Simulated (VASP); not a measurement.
# TiO2 (Pnma) in VASP: single point with r2SCAN

Aim: the single point of TiO2 with r2SCAN.

Program: VASP 6.6.1. These are calculated values, not measurements. Logs are shortened: lines on timing, memory, paths and dates and some standing lists are left out, and cuts for length are marked.

## Step 1: The cell of the first run

The structure is orthorhombic, space group Pnma (No. 62). Conventional cell: a = 9.401 Å, b = 2.959 Å, c = 4.887 Å, α = 90.00°, β = 90.00°, γ = 90.00°. Ti (site symmetry m) has 6 O at 1.87 to 2.10 Å within 2.5 Å. Within 2.6 Å of O (site symmetry m) lie 3 Ti at 1.87 to 2.02 Å and 1 O at 2.54 Å. Within 2.6 Å of O (site symmetry m) lie 3 Ti at 1.90 to 2.10 Å and 3 O at 2.54 to 2.56 Å.

## Step 2: Single point, r2SCAN

File POSCAR:

```
TiO2
1.0
    9.4011213070      0.0000000000      0.0000000000
    0.0000000000      2.9594005195      0.0000000000
    0.0000000000      0.0000000000      4.8867236777
Ti O
4 8
Direct
    0.1365110972      0.2500000000      0.9131101482
    0.8634889028      0.7500000000      0.0868898518
    0.3634889028      0.7500000000      0.4131101482
    0.6365110972      0.2500000000      0.5868898518
    0.2646972349      0.2500000000      0.6211638877
    0.7353027651      0.7500000000      0.3788361123
    0.2353027651      0.7500000000      0.1211638877
    0.7646972349      0.2500000000      0.8788361123
    0.9736447403      0.2500000000      0.2075646058
    0.0263552597      0.7500000000      0.7924353942
    0.5263552597      0.7500000000      0.7075646058
    0.4736447403      0.2500000000      0.2924353942
```

File INCAR.step1:

```
ALGO = Normal
EDIFF = 1E-4
ENCUT = 520
GGA = PE
ISMEAR = 0
LASPH = True
LCHARG = False
LREAL = False
LWAVE = True
NBANDS = 60
NELM = 100
PREC = Accurate
SIGMA = 0.02
```

File INCAR.step2:

```
ALGO = Normal
EDIFF = 1E-6
ENCUT = 520
ISIF = 2
ISMEAR = 0
ISTART = 1
LASPH = True
LCHARG = False
LMIXTAU = True
LREAL = False
LWAVE = False
METAGGA = R2SCAN
NBANDS = 60
NELM = 100
PREC = Accurate
SIGMA = 0.02
```

File KPOINTS:

```
k-points
0
Gamma
  4 8 6
```

Potentials or basis: VASP PAW PBE potentials, release 64 (Ti_sv, O).

Launch:

```bash
$ cat potpaw_PBE.64/Ti_sv/POTCAR potpaw_PBE.64/O/POTCAR > POTCAR
$ cp INCAR.step1 INCAR
$ mpirun -np 1 vasp_std > vasp.out
$ cp INCAR.step2 INCAR
$ mpirun -np 1 vasp_std > vasp.out
```

OUTCAR:

```text
EDIFF = 1E-6
   ENCUT = 520
   ISIF = 2
   ISMEAR = 0
   ISTART = 1
   LASPH = True
   LREAL = False
   METAGGA = R2SCAN
   NELM = 100
   PREC = Accurate

 ion  position               nearest neighbor table
   1  0.137  0.250  0.913-   5 1.87  10 1.90  10 1.90   7 2.02   7 2.02   9 2.10
   2  0.863  0.750  0.087-   6 1.87   9 1.90   9 1.90   8 2.02   8 2.02  10 2.10
   3  0.363  0.750  0.413-   7 1.87  12 1.90  12 1.90   5 2.02   5 2.02  11 2.10
   4  0.637  0.250  0.587-   8 1.87  11 1.90  11 1.90   6 2.02   6 2.02  12 2.10
   5  0.265  0.250  0.621-   1 1.87   3 2.02   3 2.02
   6  0.735  0.750  0.379-   2 1.87   4 2.02   4 2.02
   7  0.235  0.750  0.121-   3 1.87   1 2.02   1 2.02
   8  0.765  0.250  0.879-   4 1.87   2 2.02   2 2.02
   9  0.974  0.250  0.208-   2 1.90   2 1.90   1 2.10
  10  0.026  0.750  0.792-   1 1.90   1 1.90   2 2.10
  11  0.526  0.750  0.708-   4 1.90   4 1.90   3 2.10
  12  0.474  0.250  0.292-   3 1.90   3 1.90   4 2.10

  LATTYP: Found a simple orthorhombic cell.
 ALAT       =     2.9594005195
 B/A-ratio  =     1.6512545853
 C/A-ratio  =     3.1766978633

  Lattice vectors:

 A1 = (   0.0000000000,   2.9594005195,   0.0000000000)
 A2 = (   0.0000000000,   0.0000000000,   4.8867236777)
 A3 = (   9.4011213070,   0.0000000000,   0.0000000000)

Analysis of symmetry for initial positions (statically):
=====================================================================
 Subroutine PRICEL returns:
 Original cell was already a primitive cell.

 Routine SETGRP: Setting up the symmetry group for a
 simple orthorhombic supercell.

 Subroutine GETGRP returns: Found  8 space group operations
 (whereof  2 operations were pure point group operations)
 out of a pool of  8 trial point group operations.

The static configuration has the point symmetry S_2 .
 The point group associated with its full space group is D_2h.

Analysis of symmetry for dynamics (positions and initial velocities):
=====================================================================
 Subroutine PRICEL returns:
 Original cell was already a primitive cell.

 Routine SETGRP: Setting up the symmetry group for a
 simple orthorhombic supercell.

 Subroutine GETGRP returns: Found  8 space group operations
 (whereof  2 operations were pure point group operations)
 out of a pool of  8 trial point group operations.

The dynamic configuration has the point symmetry S_2 .
 The point group associated with its full space group is D_2h.

 Subroutine INISYM returns: Found  8 space group operations
 (whereof  2 operations are pure point group operations),
 and found     1 'primitive' translations

----------------------------------------------------------------------------------------

                                     Primitive cell

  volume of cell :     135.9569

  direct lattice vectors                    reciprocal lattice vectors
     9.401121307  0.000000000  0.000000000     0.106370290  0.000000000  0.000000000
     0.000000000  2.959400519  0.000000000     0.000000000  0.337906273  0.000000000
     0.000000000  0.000000000  4.886723678     0.000000000  0.000000000  0.204636085

  length of vectors
     9.401121307  2.959400519  4.886723678     0.106370290  0.337906273  0.204636085

  position of ions in fractional coordinates (direct lattice)
     0.136511097  0.250000000  0.913110148
     0.863488903  0.750000000  0.086889852
     0.363488903  0.750000000  0.413110148
     0.636511097  0.250000000  0.586889852
     0.264697235  0.250000000  0.621163888
     0.735302765  0.750000000  0.378836112
     0.235302765  0.750000000  0.121163888
     0.764697235  0.250000000  0.878836112
     0.973644740  0.250000000  0.207564606
     0.026355260  0.750000000  0.792435394
     0.526355260  0.750000000  0.707564606
     0.473644740  0.250000000  0.292435394

  ion indices of the primitive-cell ions
   primitive index   ion index
                 1           1
                 2           2
                 3           3
                 4           4
                 5           5
                 6           6
                 7           7
                 8           8
                 9           9
                10          10
                11          11
                12          12

----------------------------------------------------------------------------------------

 KPOINTS: k-points

Automatic generation of k-mesh.
 Grid dimensions read from file:
 generate k-points for:    4    8    6

 Generating k-lattice:

  Cartesian coordinates                     Fractional coordinates (reciprocal lattice)
     0.026592573  0.000000000  0.000000000     0.250000000  0.000000000  0.000000000
     0.000000000  0.042238284  0.000000000     0.000000000  0.125000000  0.000000000
     0.000000000  0.000000000  0.034106014     0.000000000  0.000000000  0.166666667

  Length of vectors
     0.026592573  0.042238284  0.034106014

  Shift w.r.t. Gamma in fractional coordinates (k-lattice)
     0.000000000  0.000000000  0.000000000

 Subroutine IBZKPT returns following result:
 ===========================================

 Found     60 irreducible k-points:

 Following reciprocal coordinates:
            Coordinates               Weight
  0.000000  0.000000  0.000000      1.000000
  0.250000  0.000000  0.000000      2.000000
  0.500000  0.000000  0.000000      1.000000
  0.000000  0.125000  0.000000      2.000000
  0.250000  0.125000  0.000000      4.000000
  0.500000  0.125000  0.000000      2.000000
[... 16 lines left out ...]
  0.250000  0.250000  0.166667      8.000000
  0.500000  0.250000  0.166667      4.000000
 [... further k-points ...]
   k-points           NKPTS =     60   k-points in BZ     NKDIM =     60   number of bands    NBANDS=     60
   number of dos      NEDOS =    301   number of ions     NIONS =     12
   total plane-waves  NPLWV =  60480
   dimension x,y,z NGX =    70 NGY =   24 NGZ =   36
   dimension x,y,z NGXF=   140 NGYF=   48 NGZF=   72
   ions per type =               4   8
   NGX,Y,Z   is equivalent  to a cutoff of  12.38, 13.48, 12.25 a.u.
   NGXF,Y,Z  is equivalent  to a cutoff of  24.76, 26.96, 24.49 a.u.
 SYSTEM =  unknown system
   PREC   = accura    normal or accurate (medium, high low for compatibility)
   ISTART =      1    job   : 0-new  1-cont  2-samecut
   ICHARG =      0    charge: 1-file 2-atom 10-const
   ISPIN  =      1    spin polarized calculation?
   LNONCOLLINEAR =      F non collinear calculations
   LSORBIT =      F    spin-orbit coupling
   LASPH  =      T    aspherical Exc in radial PAW
   ENCUT  =  520.0 eV  38.22 Ry    6.18 a.u.  17.48  5.50  9.09*2*pi/ulx,y,z
   NELM   =    100;   NELMIN=  2; NELMDL=  0     # of ELM steps
   EDIFF  = 0.1E-05   stopping-criterion for ELM
   LREAL  =      F    real-space projection
   EDIFFG = 0.1E-04   stopping-criterion for IOM
   NSW    =      0    number of steps for IOM
   IBRION =     -1    ionic relax: 0-MD 1-quasi-New 2-CG
   NFREE  =      0    steps in history (QN), initial steepest desc. (CG)
   ISIF   =      2    stress and relaxation
   ISYM   =      2    0-nonsym 1-usesym 2-fastsym
   POTIM  = 0.5000    time-step for ionic-motion
   TEBEG  =    0.0;   TEEND  =   0.0 temperature during run
   PSTRESS=    0.0 pullay stress
   NELECT =      96.0000    total number of electrons
   NUPDOWN=      -1.0000    fix difference up-down
   EMIN   =  10.00;   EMAX   =-10.00  energy-range for DOS
   EFERMI =   0.00;   METHOD = LEGACY
   ISMEAR =     0;   SIGMA  =   0.02  broadening in eV -4-tet -1-fermi 0-gaus
   EFERMI_NEDOS =   21; number of points for ismear=-14 and -15
   IALGO  =     38    algorithm
   IMIX   =      4    mixing-type and parameters
     AMIX     =   0.40;   BMIX     =  1.00
     AMIX_MAG =   1.60;   BMIX_MAG =  1.00
  volume/ion in A,a.u.               =      11.33        76.46
  Fermi-wavevector in a.u.,A,eV,Ry     =   1.457801  2.754844 28.914872  2.125183
  Thomas-Fermi vector in A             =   2.574560
   LORBIT       =      0    0 simple, 1 ext, 2 COOP (PROOUT), +10 PAW based schemes
   METAGGA = R2SCAN    functional components
   LHFCALC =     F    Hartree Fock is set to
   AEXX    =    0.0000 exact exchange contribution
   IVDW    =     0    specifies the selected vdW correction
   LEPSILON=     F    determine dielectric tensor
   LRPA    =     F    only Hartree local field effects (RPA)
 non-spin polarized calculation
 Gauss-broadening in eV      SIGMA  =   0.02
  energy-cutoff  :      520.00
  volume of cell :      135.96
 maximum number of plane-waves:      3715
 NGX is ok and might be reduce to    70
   NGX = 35   NGY = 11   NGZ = 19

 number of electron      95.9999953 magnetization

 Free energy of the ion-electron system (eV)
  ---------------------------------------------------
  ext. energy  EPLUGINS =         0.00000000
  ---------------------------------------------------
  free energy    TOTEN  =      -139.00795226 eV

  energy without entropy =     -139.00795226  energy(sigma->0) =     -139.00795226

 E-fermi :   3.2440     XC(G=0): -11.4788

 val. band max:        3.0548036264   @ k =   0.0000   0.0000   0.0000
 cond. band min:       6.0343376821   @ k =   0.0000   0.2500   0.0000
 fundamental gap:      2.9795340557
 Fermi energy:         3.2439549255

 k-point     1 :       0.0000    0.0000    0.0000
  band No.  band energies     occupation
      1     -55.5305      2.00000
      2     -55.5209      2.00000
      3     -55.5051      2.00000
      4     -55.4955      2.00000
      5     -30.9262      2.00000
      6     -30.8585      2.00000
[... 52 lines left out ...]
     59       7.9924      0.00000
     60       8.1759      0.00000

 k-point     2 :       0.2500    0.0000    0.0000
  band No.  band energies     occupation
      1     -55.5294      2.00000
      2     -55.5228      2.00000
      3     -55.5031      2.00000
      4     -55.4965      2.00000
      5     -30.9187      2.00000
      6     -30.8723      2.00000
[... 52 lines left out ...]
     59       8.0685      0.00000
     60       8.1739      0.00000

 k-point     3 :       0.5000    0.0000    0.0000
  band No.  band energies     occupation
      1     -55.5265      2.00000
      2     -55.5265      2.00000
      3     -55.4994      2.00000
      4     -55.4994      2.00000
      5     -30.8983      2.00000
      6     -30.8983      2.00000
[... 1312 lines left out ...]
     59       7.8882      0.00000
     60       7.9765      0.00000

 k-point    24 :       0.5000    0.2500    0.1667
  band No.  band energies     occupation
      1     -55.5019      2.00000
      2     -55.5019      2.00000
      3     -55.4829      2.00000
      4     -55.4829      2.00000
      5     -30.8921      2.00000
      6     -30.8921      2.00000
[... 52 lines left out ...]
     59       7.9375      0.00000
     60       7.9375      0.00000

 [... further k-points ...]
[... 5 lines left out ...]
  --------------------------------------------------------------------------------------
  -------------------------------------------------------------------------------------
  Total        1.5543079      1.9613887      1.1654875      0.0000000      0.0000000      0.0000000
  in kB       18.3166669     23.1138914     13.7346312      0.0000000      0.0000000      0.0000000
  external PRESSURE =      18.3883965 kB  Pullay stress =       0.0000000 kB

 VOLUME and BASIS-vectors are now :
 -----------------------------------------------------------------------------
  energy-cutoff  :      520.00
  volume of cell :      135.96
      direct lattice vectors                 reciprocal lattice vectors
     9.401121307  0.000000000  0.000000000     0.106370290  0.000000000  0.000000000
     0.000000000  2.959400519  0.000000000     0.000000000  0.337906273  0.000000000
     0.000000000  0.000000000  4.886723678     0.000000000  0.000000000  0.204636085

 POSITION                                       TOTAL-FORCE (eV/Angst)
 -----------------------------------------------------------------------------------
      1.28336      0.73985      4.46212         0.030608     -0.000000      0.107480
      8.11776      2.21955      0.42461        -0.030608      0.000000     -0.107480
      3.41720      2.21955      2.01876        -0.030608     -0.000000      0.107480
      5.98392      0.73985      2.86797         0.030608      0.000000     -0.107480
      2.48845      0.73985      3.03546         0.041758      0.000000     -0.060120
      6.91267      2.21955      1.85127        -0.041758     -0.000000      0.060120
      2.21211      2.21955      0.59209        -0.041758     -0.000000     -0.060120
      7.18901      0.73985      4.29463         0.041758     -0.000000      0.060120
      9.15335      0.73985      1.01431         0.098487     -0.000000      0.079043
      0.24777      2.21955      3.87241        -0.098487      0.000000     -0.079043
      4.94833      2.21955      3.45767        -0.098487     -0.000000      0.079043
      4.45279      0.73985      1.42905         0.098487     -0.000000     -0.079043
 -----------------------------------------------------------------------------------
    total drift:                               -0.000000      0.000000     -0.000000

  FREE ENERGIE OF THE ION-ELECTRON SYSTEM (eV)
  ---------------------------------------------------
  free  energy   TOTEN  =      -139.0079522596 eV

  energy  without entropy=     -139.0079522596  energy(sigma->0) =     -139.00795226
```

It took 44 min on 1 thread of Oxide Virtual Turin-like, shared host; peak memory 0.45 GiB.

What came out:

| Quantity | Value |
| --- | --- |
| Free energy | -139.0080 eV |
| Pressure | 1.8 GPa |
| Largest force | 0.126 eV/Å |
| Band gap on the k mesh | 2.98 eV (least direct gap 3.11 eV) |

Forces on the atoms (eV/Å):
```
Ti   0.031  0.000  0.107
Ti  -0.031  0.000 -0.107
Ti  -0.031  0.000  0.107
Ti   0.031  0.000 -0.107
O    0.042  0.000 -0.060
O   -0.042  0.000  0.060
O   -0.042  0.000 -0.060
O    0.042  0.000  0.060
O    0.098  0.000  0.079
O   -0.098  0.000 -0.079
O   -0.098  0.000  0.079
O    0.098  0.000 -0.079
```

Caveat: the PAW data sets were made with another functional, which shifts forces and pressure a little. r2SCAN opens gaps a little over a GGA but as a rule still falls short of measured ones.
